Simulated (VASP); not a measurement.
# Cr (Pm-3n) in VASP: relaxation of cell and atoms with PBE

Aim: the relaxation of cell and atoms of Cr with PBE.

All numbers are computed with VASP 6.6.1; they aren't measurements. Logs are shortened: lines on timing, memory, paths and dates and some standing lists are left out, and cuts for length are marked.

## Step 1: The cell of the first run

The structure is cubic, space group Pm-3n (No. 223). The conventional cell has a = 4.541 Å, b = 4.541 Å, c = 4.541 Å, α = 90.00°, β = 90.00°, γ = 90.00°. Cr (site symmetry m-3) has 12 Cr at 2.54 Å within 3.3 Å. Cr (site symmetry -4m2) has 14 Cr at 2.27 to 2.78 Å within 3.0 Å.

## Step 2: Relaxation of cell and atoms, PBE

The input, INCAR:

```
SYSTEM = Cr
ALGO     = Fast           ! electronic algorithm
EDIFF    = 1E-6           ! SCF threshold, eV
EDIFFG   = -0.01          ! ionic threshold
ENCUT    = 600            ! plane-wave cutoff, eV
GGA      = PE             ! functional
IBRION   = 2              ! ionic algorithm
ISIF     = 3              ! what is computed and relaxed
ISMEAR   = 0              ! smearing method
LASPH    = .True.         ! aspherical terms in the spheres
LCHARG   = .False.        ! write CHGCAR
LREAL    = .False.        ! projectors in reciprocal space
LWAVE    = .False.        ! write WAVECAR
NELM     = 100            ! most SCF steps
NSW      = 100            ! ionic steps
PREC     = Accurate       ! precision mode
SIGMA    = 0.1            ! smearing width, eV
```

The input, KPOINTS:

```
k-points
0
Gamma
  8 8 8
  0 0 0
```

The input, POSCAR:

```
Cr
1.0
    4.5405444649      0.0000000000      0.0000000000
    0.0000000000      4.5405444649      0.0000000000
    0.0000000000      0.0000000000      4.5405444649
Cr
8
Direct
    0.5000000000      0.5000000000      0.5000000000
    0.0000000000      0.0000000000      0.0000000000
    0.2500000000      0.0000000000      0.5000000000
    0.5000000000      0.2500000000      0.0000000000
    0.5000000000      0.7500000000      0.0000000000
    0.7500000000      0.0000000000      0.5000000000
    0.0000000000      0.5000000000      0.7500000000
    0.0000000000      0.5000000000      0.2500000000
```

Potentials or basis: VASP PAW PBE potentials, release 64 (Cr_pv).

Command:

```sh
$ cat potpaw_PBE.64/Cr_pv/POTCAR > POTCAR
$ mpirun -np 1 vasp_std > vasp.out
```

OUTCAR:

```text
SYSTEM = Cr
   EDIFF = 1E-6
   EDIFFG = -0.01
   ENCUT = 600
   GGA = PE
   IBRION = 2
   ISIF = 3
   ISMEAR = 0
   LASPH = .True.
   LREAL = .False.
   NELM = 100
   NSW = 100
   PREC = Accurate

 ion  position               nearest neighbor table
   1  0.500  0.500  0.500-   3 2.54   4 2.54   5 2.54   6 2.54   7 2.54   8 2.54   4 2.54   5 2.54
                             3 2.54   6 2.54   7 2.54   8 2.54
   2  0.000  0.000  0.000-   3 2.54   4 2.54   5 2.54   6 2.54   7 2.54   8 2.54   3 2.54   6 2.54
                             7 2.54   8 2.54   4 2.54   5 2.54
   3  0.250  0.000  0.500-   6 2.27   6 2.27   1 2.54   2 2.54   1 2.54   2 2.54   8 2.78   5 2.78
                             4 2.78   5 2.78   4 2.78   7 2.78   8 2.78   7 2.78
   4  0.500  0.250  0.000-   5 2.27   5 2.27   1 2.54   1 2.54   2 2.54   2 2.54   8 2.78   3 2.78
                             3 2.78   6 2.78   6 2.78   7 2.78   7 2.78   8 2.78
   5  0.500  0.750  0.000-   4 2.27   4 2.27   1 2.54   1 2.54   2 2.54   2 2.54   8 2.78   3 2.78
                             3 2.78   6 2.78   6 2.78   7 2.78   7 2.78   8 2.78
   6  0.750  0.000  0.500-   3 2.27   3 2.27   1 2.54   2 2.54   1 2.54   2 2.54   8 2.78   4 2.78
                             4 2.78   5 2.78   5 2.78   7 2.78   8 2.78   7 2.78
   7  0.000  0.500  0.750-   8 2.27   8 2.27   1 2.54   2 2.54   2 2.54   1 2.54   3 2.78   4 2.78
                             5 2.78   3 2.78   6 2.78   6 2.78   4 2.78   5 2.78
   8  0.000  0.500  0.250-   7 2.27   7 2.27   1 2.54   2 2.54   2 2.54   1 2.54   3 2.78   4 2.78
                             5 2.78   3 2.78   6 2.78   6 2.78   4 2.78   5 2.78

  LATTYP: Found a simple cubic cell.
 ALAT       =     4.5405444649

  Lattice vectors:

 A1 = (   4.5405444649,   0.0000000000,   0.0000000000)
 A2 = (   0.0000000000,   4.5405444649,   0.0000000000)
 A3 = (   0.0000000000,   0.0000000000,   4.5405444649)

Analysis of symmetry for initial positions (statically):
=====================================================================
 Subroutine PRICEL returns:
 Original cell was already a primitive cell.

 Routine SETGRP: Setting up the symmetry group for a
 simple cubic supercell.

 Subroutine GETGRP returns: Found 48 space group operations
 (whereof 24 operations were pure point group operations)
 out of a pool of 48 trial point group operations.

The static configuration has the point symmetry T_h .
 The point group associated with its full space group is O_h .

Analysis of symmetry for dynamics (positions and initial velocities):
=====================================================================
 Subroutine PRICEL returns:
 Original cell was already a primitive cell.

 Routine SETGRP: Setting up the symmetry group for a
 simple cubic supercell.

 Subroutine GETGRP returns: Found 48 space group operations
 (whereof 24 operations were pure point group operations)
 out of a pool of 48 trial point group operations.

The dynamic configuration has the point symmetry T_h .
 The point group associated with its full space group is O_h .

 Subroutine INISYM returns: Found 48 space group operations
 (whereof 24 operations are pure point group operations),
 and found     1 'primitive' translations

----------------------------------------------------------------------------------------

                                     Primitive cell

  volume of cell :      93.6103

  direct lattice vectors                    reciprocal lattice vectors
     4.540544465  0.000000000  0.000000000     0.220237905  0.000000000  0.000000000
     0.000000000  4.540544465  0.000000000     0.000000000  0.220237905  0.000000000
     0.000000000  0.000000000  4.540544465     0.000000000  0.000000000  0.220237905

  length of vectors
     4.540544465  4.540544465  4.540544465     0.220237905  0.220237905  0.220237905

  position of ions in fractional coordinates (direct lattice)
     0.500000000  0.500000000  0.500000000
     0.000000000  0.000000000  0.000000000
     0.250000000  0.000000000  0.500000000
     0.500000000  0.250000000  0.000000000
     0.500000000  0.750000000  0.000000000
     0.750000000  0.000000000  0.500000000
     0.000000000  0.500000000  0.750000000
     0.000000000  0.500000000  0.250000000

  ion indices of the primitive-cell ions
   primitive index   ion index
                 1           1
                 2           2
                 3           3
                 4           4
                 5           5
                 6           6
                 7           7
                 8           8

----------------------------------------------------------------------------------------

 KPOINTS: k-points

Automatic generation of k-mesh.
 Grid dimensions read from file:
 generate k-points for:    8    8    8

 Generating k-lattice:

  Cartesian coordinates                     Fractional coordinates (reciprocal lattice)
     0.027529738  0.000000000  0.000000000     0.125000000  0.000000000  0.000000000
     0.000000000  0.027529738  0.000000000     0.000000000  0.125000000  0.000000000
     0.000000000  0.000000000  0.027529738     0.000000000  0.000000000  0.125000000

  Length of vectors
     0.027529738  0.027529738  0.027529738

  Shift w.r.t. Gamma in fractional coordinates (k-lattice)
     0.000000000  0.000000000  0.000000000

 Subroutine IBZKPT returns following result:
 ===========================================

 Found     35 irreducible k-points:

 Following reciprocal coordinates:
            Coordinates               Weight
  0.000000  0.000000  0.000000      1.000000
  0.125000  0.000000  0.000000      6.000000
  0.250000  0.000000  0.000000      6.000000
  0.375000  0.000000  0.000000      6.000000
  0.500000  0.000000  0.000000      3.000000
  0.125000  0.125000  0.000000     12.000000
[... 16 lines left out ...]
  0.375000  0.375000  0.125000     24.000000
  0.500000  0.375000  0.125000     24.000000
 [... further k-points ...]
   k-points           NKPTS =     35   k-points in BZ     NKDIM =     35   number of bands    NBANDS=     57
   number of dos      NEDOS =    301   number of ions     NIONS =      8
   total plane-waves  NPLWV =  46656
   dimension x,y,z NGX =    36 NGY =   36 NGZ =   36
   dimension x,y,z NGXF=    72 NGYF=   72 NGZF=   72
   ions per type =               8
   NGX,Y,Z   is equivalent  to a cutoff of  13.18, 13.18, 13.18 a.u.
   NGXF,Y,Z  is equivalent  to a cutoff of  26.36, 26.36, 26.36 a.u.
 SYSTEM =  Cr
   PREC   = accura    normal or accurate (medium, high low for compatibility)
   ISTART =      0    job   : 0-new  1-cont  2-samecut
   ICHARG =      2    charge: 1-file 2-atom 10-const
   ISPIN  =      1    spin polarized calculation?
   LNONCOLLINEAR =      F non collinear calculations
   LSORBIT =      F    spin-orbit coupling
   LASPH  =      T    aspherical Exc in radial PAW
   ENCUT  =  600.0 eV  44.10 Ry    6.64 a.u.   9.07  9.07  9.07*2*pi/ulx,y,z
   NELM   =    100;   NELMIN=  2; NELMDL= -5     # of ELM steps
   EDIFF  = 0.1E-05   stopping-criterion for ELM
   LREAL  =      F    real-space projection
   EDIFFG = -.1E-01   stopping-criterion for IOM
   NSW    =    100    number of steps for IOM
   IBRION =      2    ionic relax: 0-MD 1-quasi-New 2-CG
   NFREE  =      1    steps in history (QN), initial steepest desc. (CG)
   ISIF   =      3    stress and relaxation
   ISYM   =      2    0-nonsym 1-usesym 2-fastsym
   POTIM  = 0.5000    time-step for ionic-motion
   TEBEG  =    0.0;   TEEND  =   0.0 temperature during run
   PSTRESS=    0.0 pullay stress
   NELECT =      96.0000    total number of electrons
   NUPDOWN=      -1.0000    fix difference up-down
   EMIN   =  10.00;   EMAX   =-10.00  energy-range for DOS
   EFERMI =   0.00;   METHOD = LEGACY
   ISMEAR =     0;   SIGMA  =   0.10  broadening in eV -4-tet -1-fermi 0-gaus
   EFERMI_NEDOS =   21; number of points for ismear=-14 and -15
   IALGO  =     68    algorithm
   IMIX   =      4    mixing-type and parameters
     AMIX     =   0.40;   BMIX     =  1.00
     AMIX_MAG =   1.60;   BMIX_MAG =  1.00
  volume/ion in A,a.u.               =      11.70        78.96
  Fermi-wavevector in a.u.,A,eV,Ry     =   1.650912  3.119772 37.082829  2.725511
  Thomas-Fermi vector in A             =   2.739781
   LORBIT       =      0    0 simple, 1 ext, 2 COOP (PROOUT), +10 PAW based schemes
   GGA     = PE    functional components
   LHFCALC =     F    Hartree Fock is set to
   AEXX    =    0.0000 exact exchange contribution
   IVDW    =     0    specifies the selected vdW correction
   LEPSILON=     F    determine dielectric tensor
   LRPA    =     F    only Hartree local field effects (RPA)
 conjugate gradient relaxation of ions
 non-spin polarized calculation
 RMM-DIIS sequential band-by-band and
 Gauss-broadening in eV      SIGMA  =   0.10
  energy-cutoff  :      600.00
  volume of cell :       93.61
 maximum number of plane-waves:      3138
   NGX = 19   NGY = 19   NGZ = 19

--------------------------------------- Ionic step        1  -------------------------------------------

 number of electron      95.9999919 magnetization

 Free energy of the ion-electron system (eV)
  ---------------------------------------------------
  ext. energy  EPLUGINS =         0.00000000
  ---------------------------------------------------
  free energy    TOTEN  =       -75.60643022 eV

  energy without entropy =      -75.58718259  energy(sigma->0) =      -75.59680641

------------------------ aborting loop because EDIFF is reached ----------------------------------------

  FORCE on cell =-STRESS in cart. coord.  units (eV):
  Direction    XX          YY          ZZ          XY          YZ          ZX
  --------------------------------------------------------------------------------------
  -------------------------------------------------------------------------------------
  Total       -0.2347077     -0.2347077     -0.2347077     -0.0000000     -0.0000000     -0.0000000
  in kB       -4.0171137     -4.0171137     -4.0171137     -0.0000000     -0.0000000     -0.0000000
  external PRESSURE =      -4.0171137 kB  Pullay stress =       0.0000000 kB
[... 69 lines left out ...]
  energy  without entropy=      -75.5868131657  energy(sigma->0) =      -75.59639209

--------------------------------------- Ionic step        3  -------------------------------------------

 number of electron      95.9999921 magnetization

 Free energy of the ion-electron system (eV)
  ---------------------------------------------------
  ext. energy  EPLUGINS =         0.00000000
  ---------------------------------------------------
  free energy    TOTEN  =       -75.60656535 eV

  energy without entropy =      -75.58734745  energy(sigma->0) =      -75.59695640

 E-fermi :  10.6532     XC(G=0): -13.5950

 val. band max:       10.5953491080   @ k =   0.3750   0.3750   0.1250
 cond. band min:      10.6758093603   @ k =   0.1250   0.1250   0.0000
 fundamental gap:      0.0804602523
 Fermi energy:        10.6531894833

 k-point     1 :       0.0000    0.0000    0.0000
  band No.  band energies     occupation
      1     -33.0236      2.00000
      2     -33.0236      2.00000
      3     -32.9140      2.00000
      4     -32.7066      2.00000
      5     -32.7066      2.00000
      6     -32.7066      2.00000
[... 1429 lines left out ...]
     56      11.9530      0.00000
     57      12.0180      0.00000

 [... further k-points ...]

------------------------ aborting loop because EDIFF is reached ----------------------------------------

  FORCE on cell =-STRESS in cart. coord.  units (eV):
  Direction    XX          YY          ZZ          XY          YZ          ZX
  --------------------------------------------------------------------------------------
  -------------------------------------------------------------------------------------
  Total        0.0282512      0.0282512      0.0282512      0.0000000      0.0000000     -0.0000000
  in kB        0.4841888      0.4841888      0.4841888      0.0000000      0.0000000     -0.0000000
  external PRESSURE =       0.4841888 kB  Pullay stress =       0.0000000 kB
[... 23 lines left out ...]
  FREE ENERGIE OF THE ION-ELECTRON SYSTEM (eV)
  ---------------------------------------------------
  free  energy   TOTEN  =       -75.6065653540 eV

  energy  without entropy=      -75.5873474498  energy(sigma->0) =      -75.59695640

 reached required accuracy - stopping structural energy minimisation
```

Wall time 4.4 min (1 thread of Intel Xeon 6975P-C (Granite Rapids), shared host); peak memory 0.3 GiB.

Results:

| Item | Value |
| --- | --- |
| Free energy | -75.6066 eV |
| Relaxed volume | 11.69 Å³/atom |
| Relaxed cell | a = 4.538 Å, b = 4.538 Å, c = 4.538 Å, α = 90.00°, β = 90.00°, γ = 90.00° |
| Space group after relaxing (to 0.1 Å) | Pm-3n (No. 223) |
| Energy gained by relaxing | 0.0 meV/atom |
| Ionic steps | 3 |
| Pressure after relaxing | 0.0 GPa |
| Band gap on the k mesh | zero (bands 48 and 49 overlap by 0.50 eV) |

Step by step:
| step | energy change (eV) | largest force (eV/Å) | pressure (GPa) | volume (Å³) |
| --- | --- | --- | --- | --- |
| 1 | 0.0000 | 0.0000 | -0.40 | 93.61 |
| 2 | 0.0005 | 0.0000 | 0.70 | 93.21 |
| 3 | -0.0001 | 0.0000 | 0.05 | 93.48 |

Final structure:
```
CELL_PARAMETERS angstrom
4.53849 0.00000 0.00000
0.00000 4.53849 0.00000
0.00000 0.00000 4.53849
ATOMIC_POSITIONS crystal
Cr 0.50000 0.50000 0.50000
Cr 0.00000 0.00000 0.00000
Cr 0.25000 0.00000 0.50000
Cr 0.50000 0.25000 0.00000
Cr 0.50000 0.75000 0.00000
Cr 0.75000 0.00000 0.50000
Cr 0.00000 0.50000 0.75000
Cr 0.00000 0.50000 0.25000
```

Caveat: the run has no spin polarisation, though such a crystal can be magnetic. Spin polarisation is off, so any magnetic state and its effect on volume and gap are missing.

The gap in the log of VASP goes by the Fermi energy; the results here count the filled bands.